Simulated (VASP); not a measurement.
HCl, 16 atoms in the cell. The cell holds a disordered packing, 16 atoms: a = 7.417 Å, b = 7.417 Å, c = 7.417 Å, α = 90.00°, β = 90.00°, γ = 90.00°. 

* Program: VASP 6.6.1
* Task: single point
* Functional: PBEsol
* Potentials or basis: VASP PAW PBE potentials, release 64 (Cl, H)
* Cutoff: 520 eV
* k mesh: 1 × 1 × 1
* Occupations: fermi-dirac, width 0.002 eV
* Spin: no spin polarisation
* Dipole correction: no
* Further INCAR settings: LREAL = Auto; ALGO = Normal; EDIFF = 1e-06; NBANDS = 46

Potentials or basis: VASP PAW PBE potentials, release 64 (Cl, H).

The run is started by

```sh
$ cat potpaw_PBE.64/Cl/POTCAR potpaw_PBE.64/H/POTCAR > POTCAR
$ mpirun -np 1 vasp_gam > vasp.out
```

Hardware: 1 thread of Intel Xeon 8259CL, with other jobs on the host.

**Question.** Estimate the wall time of this run.

**Answer.** It took 67 s on 1 thread of Intel Xeon 8259CL, on a shared host, peak memory 0.38 GiB. Counts: scf iterations 15, k points 1.
